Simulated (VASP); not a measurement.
# KMgF3 (Pm-3m) in VASP: settings compared, part 2 of 2

VASP 6.6.1. The steps go on from the part before.

## 4. Single point, r2SCAN+D3(BJ)

This run uses another cell than the first one, of 12.49 Å³/atom.

POSCAR reads:

```
KMgF3
1.0
    3.9676571576      0.0000000000      0.0000000000
    0.0000000000      3.9676571576      0.0000000000
    0.0000000000      0.0000000000      3.9676571576
K Mg F
1 1 3
Direct
    0.5000000000      0.5000000000      0.5000000000
    0.0000000000      0.0000000000      0.0000000000
    0.0000000000      0.0000000000      0.5000000000
    0.0000000000      0.5000000000      0.0000000000
    0.5000000000      0.0000000000      0.0000000000
```

INCAR.step1 reads:

```
ALGO = Normal
EDIFF = 1E-4
ENCUT = 520
GGA = PE
ISMEAR = -1
LASPH = True
LCHARG = False
LREAL = False
LWAVE = True
NBANDS = 24
NELM = 100
PREC = Accurate
SIGMA = 0.05
```

INCAR.step2 reads:

```
ALGO = Normal
EDIFF = 1E-6
ENCUT = 520
ISIF = 2
ISMEAR = -1
ISTART = 1
IVDW = 12
LASPH = True
LCHARG = False
LMIXTAU = True
LREAL = False
LWAVE = False
METAGGA = R2SCAN
NBANDS = 24
NELM = 100
PREC = Accurate
SIGMA = 0.05
VDW_A1 = 0.49484001
VDW_A2 = 5.73083694
VDW_S6 = 1.0
VDW_S8 = 0.78981345
```

KPOINTS reads:

```
k-points
0
Gamma
  7 7 7
```

Potentials or basis: VASP PAW PBE potentials, release 64 (K_sv, Mg, F).

Run with:

```bash
> cat potpaw_PBE.64/K_sv/POTCAR potpaw_PBE.64/Mg/POTCAR potpaw_PBE.64/F/POTCAR > POTCAR
> cp INCAR.step1 INCAR
> mpirun -np 1 vasp_std > vasp.out
> cp INCAR.step2 INCAR
> mpirun -np 1 vasp_std > vasp.out
```

OUTCAR:

```text
EDIFF = 1E-6
   ENCUT = 520
   ISIF = 2
   ISMEAR = -1
   ISTART = 1
   IVDW = 12
   LASPH = True
   LREAL = False
   METAGGA = R2SCAN
   NELM = 100
   PREC = Accurate
 IVDW          = 12

 ion  position               nearest neighbor table
   1  0.500  0.500  0.500-   3 2.81   4 2.81   5 2.81   4 2.81   5 2.81   3 2.81   5 2.81   5 2.81
                             3 2.81   4 2.81   4 2.81   3 2.81   2 3.44   2 3.44   2 3.44   2 3.44
   2  0.000  0.000  0.000-   3 1.98   4 1.98   5 1.98   3 1.98   4 1.98   5 1.98   1 3.44   1 3.44
                             1 3.44   1 3.44   1 3.44   1 3.44   1 3.44   1 3.44
   3  0.000  0.000  0.500-   2 1.98   2 1.98   1 2.81   1 2.81   1 2.81   1 2.81
   4  0.000  0.500  0.000-   2 1.98   2 1.98   1 2.81   1 2.81   1 2.81   1 2.81
   5  0.500  0.000  0.000-   2 1.98   2 1.98   1 2.81   1 2.81   1 2.81   1 2.81

  LATTYP: Found a simple cubic cell.
 ALAT       =     3.9676571576

  Lattice vectors:

 A1 = (   3.9676571576,   0.0000000000,   0.0000000000)
 A2 = (   0.0000000000,   3.9676571576,   0.0000000000)
 A3 = (   0.0000000000,   0.0000000000,   3.9676571576)

Analysis of symmetry for initial positions (statically):
[... 176 lines left out ...]
 val. band max:       -2.1815557052   @ k =   0.4286   0.4286   0.4286
 cond. band min:       6.2099022243   @ k =   0.0000   0.0000   0.0000
 fundamental gap:      8.3914579295
 Fermi energy:        -0.9694788162

 k-point     1 :       0.0000    0.0000    0.0000
  band No.  band energies     occupation
      1     -28.7194      2.00000
      2     -23.4247      2.00000
      3     -22.7767      2.00000
      4     -22.7767      2.00000
      5     -11.4481      2.00000
      6     -11.4481      2.00000
[... 529 lines left out ...]
     23      14.4122      0.00000
     24      14.5155      0.00000

------------------------ aborting loop because EDIFF is reached ----------------------------------------

 Edisp (eV)   -0.39901

 E8    (eV) :    -0.1307

  FORCE on cell =-STRESS in cart. coord.  units (eV):
  Direction    XX          YY          ZZ          XY          YZ          ZX
  --------------------------------------------------------------------------------------
  -------------------------------------------------------------------------------------
  Total      -0.34789    -0.34789    -0.34789     0.00000     0.00000    -0.00000
  in kB      -8.92380    -8.92380    -8.92380     0.00000     0.00000    -0.00000
  external pressure =       -8.92 kB  Pullay stress =        0.00 kB

 VOLUME and BASIS-vectors are now :
 -----------------------------------------------------------------------------
  energy-cutoff  :      520.00
  volume of cell :       62.46
      direct lattice vectors                 reciprocal lattice vectors
     3.967657158  0.000000000  0.000000000     0.252037906  0.000000000  0.000000000
     0.000000000  3.967657158  0.000000000     0.000000000  0.252037906  0.000000000
     0.000000000  0.000000000  3.967657158     0.000000000  0.000000000  0.252037906

 POSITION                                       TOTAL-FORCE (eV/Angst)
 -----------------------------------------------------------------------------------
      1.98383      1.98383      1.98383         0.000000      0.000000      0.000000
      0.00000      0.00000      0.00000         0.000000      0.000000      0.000000
      0.00000      0.00000      1.98383         0.000000      0.000000      0.000000
      0.00000      1.98383      0.00000         0.000000      0.000000      0.000000
      1.98383      0.00000      0.00000         0.000000      0.000000      0.000000
 -----------------------------------------------------------------------------------
    total drift:                                0.000000     -0.000000      0.000000

  FREE ENERGIE OF THE ION-ELECTRON SYSTEM (eV)
  ---------------------------------------------------
  free  energy   TOTEN  =       -37.8142279643 eV

  energy  without entropy=      -37.8142279643  energy(sigma->0) =      -37.81422796
```

OSZICAR.step1:

```text
N       E                     dE             d eps       ncg     rms          rms(c)
DAV:   1     0.222806898617E+03    0.22281E+03   -0.17426E+04   976   0.128E+03
DAV:   2    -0.147553982540E+02   -0.23756E+03   -0.22923E+03  1208   0.346E+02
DAV:   3    -0.261236113688E+02   -0.11368E+02   -0.11309E+02  1368   0.699E+01
DAV:   4    -0.265975625663E+02   -0.47395E+00   -0.47378E+00  1272   0.871E+00
DAV:   5    -0.266000637858E+02   -0.25012E-02   -0.25012E-02  1304   0.724E-01    0.904E+00
DAV:   6    -0.243845400036E+02    0.22155E+01   -0.71054E+00  1160   0.192E+01    0.409E+00
DAV:   7    -0.243915081892E+02   -0.69682E-02   -0.36648E-01  1120   0.305E+00    0.243E+00
DAV:   8    -0.243926875043E+02   -0.11793E-02   -0.80761E-02  1176   0.250E+00    0.369E-01
DAV:   9    -0.243913053983E+02    0.13821E-02   -0.21200E-02  1240   0.100E+00    0.156E-01
DAV:  10    -0.243915410294E+02   -0.23563E-03   -0.12026E-03  1160   0.234E-01    0.923E-02
DAV:  11    -0.243915558874E+02   -0.14858E-04   -0.34703E-05   832   0.540E-02
   1 F= -.24391556E+02 E0= -.24391556E+02  d E =-.764657E-11
```

Wall time 3.1 min (1 thread of Intel Xeon 8259CL, shared host); peak memory 0.2 GiB.

Results:

```yaml
Free_energy: -37.8142 eV
Pressure: -0.9 GPa
Band_gap_on_the_k_mesh: 8.39 eV (least direct gap 8.68 eV)
Dispersion_energy_per_atom: -0.080 eV
```

Levels at points of the mesh, in eV from the valence-band top:
| k point | band 12 | band 13 | band 14 | band 15 | band 16 | band 17 | band 18 | band 19 | band 20 | band 21 |
| --- | --- | --- | --- | --- | --- | --- | --- | --- | --- | --- |
| (0.00, 0.00, 0.00) | -0.61 | -0.61 | -0.29 | -0.29 | -0.29 | 8.39 | 10.89 | 10.89 | 13.24 | 13.24 |

Caveat: three body term missing; the PAW data sets were made with another functional, which shifts forces and pressure a little; an odd mesh through Γ misses points on the zone boundary, where band edges can lie.

## 5. Single point, r2SCAN+D4

This run uses another cell than the first one, of 12.54 Å³/atom.

POSCAR: that of step 4 with these lines changed.

```diff
@@ -2,5 +2,5 @@
 1.0
-    3.9676571576      0.0000000000      0.0000000000
-    0.0000000000      3.9676571576      0.0000000000
-    0.0000000000      0.0000000000      3.9676571576
+    3.9729984775      0.0000000000      0.0000000000
+    0.0000000000      3.9729984775      0.0000000000
+    0.0000000000      0.0000000000      3.9729984775
 K Mg F
```

INCAR.step1 reads:

```
SYSTEM = KMgF3
  PREC = Accurate
  ENCUT = 520
  ISMEAR = -1
  SIGMA = 0.05
  LREAL = .FALSE.
  LASPH = .TRUE.
  NELM = 60
  NBANDS = 24
  GGA = PE
  ALGO = Normal
  EDIFF = 1E-4
  LWAVE = .TRUE.
  LCHARG = .FALSE.
```

INCAR.step2 reads:

```
SYSTEM = KMgF3
  PREC = Accurate
  ENCUT = 520
  EDIFF = 1E-6
  ISMEAR = -1
  SIGMA = 0.05
  LREAL = .FALSE.
  LASPH = .TRUE.
  NELM = 60
  ALGO = Normal
  ISIF = 2
  LWAVE = .FALSE.
  LCHARG = .TRUE.
  METAGGA = R2SCAN
  LMIXTAU = .TRUE.
  IVDW = 13
  VDW_S6 = 1.0
  VDW_S8 = 0.6018749
  VDW_A1 = 0.51559235
  VDW_A2 = 5.77342911
  LELF = .TRUE.
  LVHAR = .TRUE.
  NBANDS = 24
  ISTART = 1
```

KPOINTS reads:

```
Automatic mesh
0
G
  7 7 7
  0 0 0
```

Run with:

```bash
> cat potpaw_PBE.64/K_sv/POTCAR potpaw_PBE.64/Mg/POTCAR potpaw_PBE.64/F/POTCAR > POTCAR
> cp INCAR.step1 INCAR
> mpirun -np 1 vasp_std > vasp.out
> cp INCAR.step2 INCAR
> mpirun -np 1 vasp_std > vasp.out
```

It took 3.2 min on 1 thread of Intel Xeon 8259CL, shared host; peak memory 0.19 GiB.

Results (log left out):

| Quantity | Value |
| --- | --- |
| Free energy | -37.5923 eV |
| Pressure | -0.6 GPa |
| Band gap on the k mesh | 8.36 eV (least direct gap 8.65 eV) |
| Dispersion energy per atom | -0.035 eV |

Levels at points of the mesh, in eV from the valence-band top:
```
           k point  band 14  band 15  band 16  band 17  band 18  band 19
(0.00, 0.00, 0.00)    -0.29    -0.29    -0.29     8.36    10.89    10.89
```

Caveat: the PAW data sets were made with another functional, which shifts forces and pressure a little; an odd mesh through Γ misses points on the zone boundary, where band edges can lie.

## 6. The runs side by side

```tsv
level	cell	gap on the mesh (eV)	pressure (GPa)
r2SCAN+D3(BJ)	a = 3.963 Å, 5 atoms	8.42	-0.6
r2SCAN+rVV10	a = 3.962 Å, 5 atoms	8.35	-0.5
r2SCAN+D3(BJ)	a = 3.968 Å, 5 atoms	8.39	-0.9
r2SCAN+D4	a = 3.973 Å, 5 atoms	8.36	-0.6
```

Alike in all rows: task single point; potentials or basis VASP PAW PBE potentials, release 64 (K_sv, Mg, F); no spin polarisation; k mesh 7 × 7 × 7; cutoff (eV) 520; smearing fermi-dirac 0.05 eV.

Caveats: the PAW data sets were made with another functional, which shifts forces and pressure a little; an odd mesh through Γ misses points on the zone boundary, where band edges can lie; three body term missing (at least some runs).

Absolute energies hang on the potentials; compare differences alone.
